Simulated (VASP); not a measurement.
# GaN (P6_3mc) in VASP: further runs

The runs below take GaN through single point, with PBE.

Program: VASP 6.6.1. These are calculated values, not measurements. Logs are shortened: lines on timing, memory, paths and dates and some standing lists are left out, and cuts for length are marked.

**What was measured.**

From “Studying electronic properties in GaN without electrical contacts using γ-γ vs e−-γ Perturbed Angular Correlations”, 2019, pmc:6823545, for a bulk crystal of GaN: band gap 3.503 ± 0.005 eV (direct).

How close the calculation comes is told below.

### 1 The cell of the first run

The structure is hexagonal, space group P6_3mc (No. 186). Conventional cell: a = 3.218 Å, b = 3.218 Å, c = 5.243 Å, α = 90.00°, β = 90.00°, γ = 120.00°. Ga (site symmetry 3m) has 4 N at 1.97 to 1.98 Å within 2.6 Å. N (site symmetry 3m) has 4 Ga at 1.97 to 1.98 Å within 2.6 Å.

### 2 Single point, PBE

The input, INCAR:

```
ALGO     = Normal         # electronic algorithm
EDIFF    = 1E-7           # SCF threshold, eV
ENCUT    = 520            # plane-wave cutoff, eV
GGA      = PE             # functional
ISIF     = 2              # what is computed and relaxed
ISMEAR   = 0              # smearing method
LASPH    = T              # aspherical terms in the spheres
LCHARG   = F              # write CHGCAR
LREAL    = F              # projectors in reciprocal space
LWAVE    = F              # write WAVECAR
NBANDS   = 26             # bands
NELM     = 100            # most SCF steps
PREC     = Accurate       # precision mode
SIGMA    = 0.02           # smearing width, eV
```

The input, KPOINTS:

```
k-points
0
Gamma
  12 12 6
```

The input, POSCAR:

```
GaN
1.0
    3.2184289364      0.0000000000      0.0000000000
   -1.6092144682      2.7872412192      0.0000000000
    0.0000000000      0.0000000000      5.2430305071
Ga N
2 2
Direct
    0.3333333333      0.6666666667     -0.0008683120
    0.6666666667      0.3333333333      0.4991316880
    0.3333333333      0.6666666667      0.3758683120
    0.6666666667      0.3333333333      0.8758683120
```

Potentials or basis: VASP PAW PBE potentials, release 64 (Ga_d, N).

Launch:

```sh
> cat potpaw_PBE.64/Ga_d/POTCAR potpaw_PBE.64/N/POTCAR > POTCAR
> mpirun -np 1 vasp_std > vasp.out
```

OUTCAR:

```text
EDIFF = 1E-7
   ENCUT = 520
   GGA = PE
   ISIF = 2
   ISMEAR = 0
   LASPH = T
   LREAL = F
   NELM = 100
   PREC = Accurate

 ion  position               nearest neighbor table
   1  0.333  0.667  0.999-   4 1.97   4 1.97   4 1.97   3 1.98
   2  0.667  0.333  0.499-   3 1.97   3 1.97   3 1.97   4 1.98
   3  0.333  0.667  0.376-   2 1.97   2 1.97   2 1.97   1 1.98
   4  0.667  0.333  0.876-   1 1.97   1 1.97   1 1.97   2 1.98

  LATTYP: Found a hexagonal cell.
 ALAT       =     3.2184289364
 C/A-ratio  =     1.6290651777

  Lattice vectors:

 A1 = (   3.2184289364,   0.0000000000,   0.0000000000)
 A2 = (  -1.6092144682,   2.7872412192,   0.0000000000)
 A3 = (   0.0000000000,   0.0000000000,   5.2430305071)

Analysis of symmetry for initial positions (statically):
=====================================================================
 Subroutine PRICEL returns:
 Original cell was already a primitive cell.

 Routine SETGRP: Setting up the symmetry group for a
 hexagonal supercell.

 Subroutine GETGRP returns: Found 12 space group operations
 (whereof  6 operations were pure point group operations)
 out of a pool of 24 trial point group operations.

The static configuration has the point symmetry C_3v.
 The point group associated with its full space group is C_6v.

Analysis of symmetry for dynamics (positions and initial velocities):
=====================================================================
 Subroutine PRICEL returns:
 Original cell was already a primitive cell.

 Routine SETGRP: Setting up the symmetry group for a
 hexagonal supercell.

 Subroutine GETGRP returns: Found 12 space group operations
 (whereof  6 operations were pure point group operations)
 out of a pool of 24 trial point group operations.

The dynamic configuration has the point symmetry C_3v.
 The point group associated with its full space group is C_6v.

 Subroutine INISYM returns: Found 12 space group operations
 (whereof  6 operations are pure point group operations),
 and found     1 'primitive' translations

----------------------------------------------------------------------------------------

                                     Primitive cell

  volume of cell :      47.0328

  direct lattice vectors                    reciprocal lattice vectors
     3.218428936  0.000000000  0.000000000     0.310710604  0.179388851  0.000000000
    -1.609214468  2.787241219  0.000000000     0.000000000  0.358777702  0.000000000
     0.000000000  0.000000000  5.243030507     0.000000000  0.000000000  0.190729388

  length of vectors
     3.218428936  3.218428936  5.243030507     0.358777702  0.358777702  0.190729388

  position of ions in fractional coordinates (direct lattice)
     0.333333333  0.666666667  0.999131688
     0.666666667  0.333333333  0.499131688
     0.333333333  0.666666667  0.375868312
     0.666666667  0.333333333  0.875868312

  ion indices of the primitive-cell ions
   primitive index   ion index
                 1           1
                 2           2
                 3           3
                 4           4

----------------------------------------------------------------------------------------

 KPOINTS: k-points

Automatic generation of k-mesh.
 Grid dimensions read from file:
 generate k-points for:   12   12    6

 Generating k-lattice:

  Cartesian coordinates                     Fractional coordinates (reciprocal lattice)
     0.025892550  0.014949071  0.000000000     0.083333333  0.000000000  0.000000000
     0.000000000  0.029898142  0.000000000     0.000000000  0.083333333  0.000000000
     0.000000000  0.000000000  0.031788231     0.000000000  0.000000000  0.166666667

  Length of vectors
     0.029898142  0.029898142  0.031788231

  Shift w.r.t. Gamma in fractional coordinates (k-lattice)
     0.000000000  0.000000000  0.000000000

 Subroutine IBZKPT returns following result:
 ===========================================

 Found     76 irreducible k-points:

 Following reciprocal coordinates:
            Coordinates               Weight
  0.000000  0.000000  0.000000      1.000000
  0.083333 -0.000000  0.000000      6.000000
  0.166667  0.000000  0.000000      6.000000
  0.250000 -0.000000  0.000000      6.000000
  0.333333 -0.000000  0.000000      6.000000
  0.416667 -0.000000  0.000000      6.000000
[... 16 lines left out ...]
  0.250000 -0.000000  0.166667     12.000000
  0.333333 -0.000000  0.166667     12.000000
 [... further k-points ...]
   k-points           NKPTS =     76   k-points in BZ     NKDIM =     76   number of bands    NBANDS=     26
   number of dos      NEDOS =    301   number of ions     NIONS =      4
   total plane-waves  NPLWV =  23040
   dimension x,y,z NGX =    24 NGY =   24 NGZ =   40
   dimension x,y,z NGXF=    48 NGYF=   48 NGZF=   80
   ions per type =               2   2
   NGX,Y,Z   is equivalent  to a cutoff of  12.40, 12.40, 12.68 a.u.
   NGXF,Y,Z  is equivalent  to a cutoff of  24.79, 24.79, 25.37 a.u.
 SYSTEM =  unknown system
   PREC   = accura    normal or accurate (medium, high low for compatibility)
   ISTART =      0    job   : 0-new  1-cont  2-samecut
   ICHARG =      2    charge: 1-file 2-atom 10-const
   ISPIN  =      1    spin polarized calculation?
   LNONCOLLINEAR =      F non collinear calculations
   LSORBIT =      F    spin-orbit coupling
   LASPH  =      T    aspherical Exc in radial PAW
   ENCUT  =  520.0 eV  38.22 Ry    6.18 a.u.   5.98  5.98  9.75*2*pi/ulx,y,z
   NELM   =    100;   NELMIN=  2; NELMDL= -5     # of ELM steps
   EDIFF  = 0.1E-06   stopping-criterion for ELM
   LREAL  =      F    real-space projection
   EDIFFG = 0.1E-05   stopping-criterion for IOM
   NSW    =      0    number of steps for IOM
   IBRION =     -1    ionic relax: 0-MD 1-quasi-New 2-CG
   NFREE  =      0    steps in history (QN), initial steepest desc. (CG)
   ISIF   =      2    stress and relaxation
   ISYM   =      2    0-nonsym 1-usesym 2-fastsym
   POTIM  = 0.5000    time-step for ionic-motion
   TEBEG  =    0.0;   TEEND  =   0.0 temperature during run
   PSTRESS=    0.0 pullay stress
   NELECT =      36.0000    total number of electrons
   NUPDOWN=      -1.0000    fix difference up-down
   EMIN   =  10.00;   EMAX   =-10.00  energy-range for DOS
   EFERMI =   0.00;   METHOD = LEGACY
   ISMEAR =     0;   SIGMA  =   0.02  broadening in eV -4-tet -1-fermi 0-gaus
   EFERMI_NEDOS =   21; number of points for ismear=-14 and -15
   IALGO  =     38    algorithm
   IMIX   =      4    mixing-type and parameters
     AMIX     =   0.40;   BMIX     =  1.00
     AMIX_MAG =   1.60;   BMIX_MAG =  1.00
  volume/ion in A,a.u.               =      11.76        79.35
  Fermi-wavevector in a.u.,A,eV,Ry     =   1.497529  2.829920 30.512351  2.242594
  Thomas-Fermi vector in A             =   2.609406
   LORBIT       =      0    0 simple, 1 ext, 2 COOP (PROOUT), +10 PAW based schemes
   GGA     = PE    functional components
   LHFCALC =     F    Hartree Fock is set to
   AEXX    =    0.0000 exact exchange contribution
   IVDW    =     0    specifies the selected vdW correction
   LEPSILON=     F    determine dielectric tensor
   LRPA    =     F    only Hartree local field effects (RPA)
 non-spin polarized calculation
 Gauss-broadening in eV      SIGMA  =   0.02
  energy-cutoff  :      520.00
  volume of cell :       47.03
 maximum number of plane-waves:      1290
 NGX is ok and might be reduce to    24
   NGX = 11   NGY = 11   NGZ = 19

 number of electron      35.9999957 magnetization

 Free energy of the ion-electron system (eV)
  ---------------------------------------------------
  ext. energy  EPLUGINS =         0.00000000
  ---------------------------------------------------
  free energy    TOTEN  =       -24.32786748 eV

  energy without entropy =      -24.32786748  energy(sigma->0) =      -24.32786748

 E-fermi :   5.1641     XC(G=0): -11.5150

 val. band max:        5.0086135949   @ k =   0.0000   0.0000   0.0000
 cond. band min:       6.7245110868   @ k =   0.0000   0.0000   0.0000
 fundamental gap:      1.7158974919
 Fermi energy:         5.1640560184

 k-point     1 :       0.0000    0.0000    0.0000
  band No.  band energies     occupation
      1     -10.7266      2.00000
      2      -9.9034      2.00000
      3      -8.4118      2.00000
      4      -8.3975      2.00000
      5      -8.3975      2.00000
      6      -8.3417      2.00000
[... 18 lines left out ...]
     25      16.4962      0.00000
     26      16.4962      0.00000

 k-point     2 :       0.0833   -0.0000    0.0000
  band No.  band energies     occupation
      1     -10.6622      2.00000
      2      -9.8876      2.00000
      3      -8.4059      2.00000
      4      -8.3882      2.00000
      5      -8.3738      2.00000
      6      -8.3345      2.00000
[... 18 lines left out ...]
     25      16.1513      0.00000
     26      16.6454      0.00000

 k-point     3 :       0.1667    0.0000    0.0000
  band No.  band energies     occupation
      1     -10.4884      2.00000
      2      -9.8492      2.00000
      3      -8.3836      2.00000
      4      -8.3656      2.00000
      5      -8.3202      2.00000
      6      -8.2948      2.00000
[... 18 lines left out ...]
     25      16.1662      0.00000
     26      16.9979      0.00000

 k-point     4 :       0.2500   -0.0000    0.0000
  band No.  band energies     occupation
      1     -10.2633      2.00000
      2      -9.8076      2.00000
      3      -8.3605      2.00000
      4      -8.3433      2.00000
      5      -8.2817      2.00000
      6      -8.2483      2.00000
[... 18 lines left out ...]
     25      16.2713      0.00000
     26      17.4674      0.00000

 k-point     5 :       0.3333   -0.0000    0.0000
  band No.  band energies     occupation
      1     -10.0664      2.00000
      2      -9.7776      2.00000
      3      -8.3483      2.00000
      4      -8.3320      2.00000
      5      -8.2549      2.00000
      6      -8.2035      2.00000
[... 18 lines left out ...]
     25      16.4598      0.00000
     26      17.9202      0.00000

 k-point     6 :       0.4167   -0.0000    0.0000
  band No.  band energies     occupation
      1      -9.9478      2.00000
      2      -9.7625      2.00000
      3      -8.3482      2.00000
      4      -8.3297      2.00000
      5      -8.2446      2.00000
      6      -8.1991      2.00000
[... 427 lines left out ...]
 k-point    21 :       0.0833   -0.0000    0.1667
  band No.  band energies     occupation
      1     -10.5889      2.00000
      2      -9.9109      2.00000
      3      -8.3969      2.00000
      4      -8.3865      2.00000
      5      -8.3586      2.00000
      6      -8.3397      2.00000
[... 18 lines left out ...]
     25      16.0077      0.00000
     26      16.4136      0.00000

 k-point    22 :       0.1667    0.0000    0.1667
  band No.  band energies     occupation
      1     -10.4234      2.00000
      2      -9.8661      2.00000
      3      -8.3801      2.00000
      4      -8.3626      2.00000
      5      -8.3247      2.00000
      6      -8.3011      2.00000
[... 18 lines left out ...]
     25      15.7798      0.00000
     26      16.7990      0.00000

 k-point    23 :       0.2500   -0.0000    0.1667
  band No.  band energies     occupation
      1     -10.2120      2.00000
      2      -9.8170      2.00000
      3      -8.3607      2.00000
      4      -8.3374      2.00000
      5      -8.2938      2.00000
      6      -8.2550      2.00000
[... 18 lines left out ...]
     25      15.9151      0.00000
     26      17.3061      0.00000

 k-point    24 :       0.3333   -0.0000    0.1667
  band No.  band energies     occupation
      1     -10.0303      2.00000
      2      -9.7811      2.00000
      3      -8.3522      2.00000
      4      -8.3229      2.00000
      5      -8.2690      2.00000
      6      -8.2109      2.00000
[... 18 lines left out ...]
     25      16.1690      0.00000
     26      17.8764      0.00000

 [... further k-points ...]

------------------------ aborting loop because EDIFF is reached ----------------------------------------

  FORCE on cell =-STRESS in cart. coord.  units (eV):
  Direction    XX          YY          ZZ          XY          YZ          ZX
  --------------------------------------------------------------------------------------
  -------------------------------------------------------------------------------------
  Total        0.0316223      0.0316223      0.0448329      0.0000000     -0.0000000     -0.0000000
  in kB        1.0772156      1.0772156      1.5272374      0.0000000     -0.0000000     -0.0000000
  external PRESSURE =       1.2272229 kB  Pullay stress =       0.0000000 kB

 VOLUME and BASIS-vectors are now :
 -----------------------------------------------------------------------------
  energy-cutoff  :      520.00
  volume of cell :       47.03
      direct lattice vectors                 reciprocal lattice vectors
     3.218428936  0.000000000  0.000000000     0.310710604  0.179388851  0.000000000
    -1.609214468  2.787241219  0.000000000     0.000000000  0.358777702  0.000000000
     0.000000000  0.000000000  5.243030507     0.000000000  0.000000000  0.190729388

 POSITION                                       TOTAL-FORCE (eV/Angst)
 -----------------------------------------------------------------------------------
     -0.00000      1.85816      5.23848         0.000000      0.000000     -0.000145
      1.60921      0.92908      2.61696        -0.000000      0.000000     -0.000145
     -0.00000      1.85816      1.97069         0.000000     -0.000000      0.000145
      1.60921      0.92908      4.59220        -0.000000      0.000000      0.000145
 -----------------------------------------------------------------------------------
    total drift:                               -0.000001     -0.000001     -0.001234

  FREE ENERGIE OF THE ION-ELECTRON SYSTEM (eV)
  ---------------------------------------------------
  free  energy   TOTEN  =       -24.3278674814 eV

  energy  without entropy=      -24.3278674814  energy(sigma->0) =      -24.32786748
```

Run time: 34 s. Hardware: 1 thread of Intel Xeon 6975P-C (Granite Rapids), shared host; peak memory 0.21 GiB.

What came out:

* Free energy: -24.3279 eV
* Pressure: 0.1 GPa
* Band gap on the k mesh: 1.72 eV, direct

Levels at points of the mesh, in eV from the valence-band top:
```
           k point  band 16  band 17  band 18  band 19  band 20  band 21
(0.00, 0.00, 0.00)    -0.04     0.00     0.00     1.72     4.07     9.02
(0.50, 0.00, 0.00)    -2.64    -2.11    -0.96     4.98     5.37     5.98
(0.00, 0.00, 0.50)    -0.51    -0.51    -0.51     4.06     4.06     8.31
(0.50, 0.00, 0.50)    -1.87    -1.83    -1.83     4.31     4.31     7.58
```

### 3 Single point, PBE

The input, INCAR:

```
SYSTEM = GaN
PREC = Accurate
ENCUT = 520
EDIFF = 1E-6
ISMEAR = 0
SIGMA = 0.02
LREAL = .False.
LASPH = .True.
NELM = 80
ALGO = Normal
ISIF = 2
LWAVE = .False.
LCHARG = .False.
GGA = PE
NBANDS = 26
```

The input, KPOINTS:

```
Automatic mesh
0
Gamma
  12 12 6
  0 0 0
```

POSCAR is that of step 2.

Potentials or basis: VASP PAW PBE potentials, release 64 (Ga_d, N).

Launch:

```sh
> cat potpaw_PBE.64/Ga_d/POTCAR potpaw_PBE.64/N/POTCAR > POTCAR
> mpirun -np 1 vasp_std > vasp.out
```

Wall time 32 s (1 thread of Intel Xeon 6975P-C (Granite Rapids), shared host); peak memory 0.2 GiB.

It converged, with:

```
Free energy            : -24.3279 eV
Pressure               : 0.1 GPa
Band gap on the k mesh : 1.72 eV, direct
```

Levels at points of the mesh, in eV from the valence-band top:
```csv
k point,band 15,band 16,band 17,band 18,band 19,band 20,band 21,band 22
"(0.00, 0.00, 0.00)",-1.00,-0.04,0.00,0.00,1.72,4.07,9.02,9.73
"(0.50, 0.00, 0.00)",-4.07,-2.64,-2.11,-0.96,4.98,5.37,5.98,8.35
"(0.00, 0.00, 0.50)",-0.51,-0.51,-0.51,-0.51,4.06,4.06,8.31,8.31
"(0.50, 0.00, 0.50)",-1.87,-1.87,-1.83,-1.83,4.31,4.31,7.58,7.58
```

[end of part 1 of 2]
